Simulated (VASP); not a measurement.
ReBi (CsCl type), 2 atoms in the cell. It takes space group Pm-3m (No. 221, cubic). Conventional cell: a = 2.864 Å, b = 2.864 Å, c = 2.864 Å, α = 90.00°, β = 90.00°, γ = 90.00°. Within 3.3 Å of Re (site symmetry m-3m) lie 8 Bi at 2.48 Å and 6 Re at 2.86 Å. Bi (site symmetry m-3m) has 8 Re at 2.48 Å and 6 Bi at 2.86 Å within 3.3 Å. 

| Item | Value |
| --- | --- |
| Program | VASP 6.6.1 |
| Task | single point |
| Functional | PBE |
| Potentials or basis | VASP PAW PBE potentials, release 64 (Re, Bi_d) |
| Cutoff | 520 eV |
| k mesh | 11 × 11 × 11 |
| Occupations | fermi-dirac, width 0.05 eV |
| Spin | no spin polarisation |
| Hubbard terms | Re d U = 1.0 eV |
| Dipole correction | no |
| Further INCAR settings | ALGO = Normal; EDIFF = 1e-06; NBANDS = 18 |

Potentials or basis: VASP PAW PBE potentials, release 64 (Re, Bi_d).

Run with:

```bash
$ cat potpaw_PBE.64/Re/POTCAR potpaw_PBE.64/Bi_d/POTCAR > POTCAR
$ mpirun -np 1 vasp_std > vasp.out
```

Hardware: 1 thread of AMD EPYC 7R13 (shared host).

Task: How long does it take, and how much memory?

Result: It took 72 s on 1 thread of AMD EPYC 7R13, on a shared host, peak memory 0.13 GiB. Counts: scf iterations 14, k points 56.
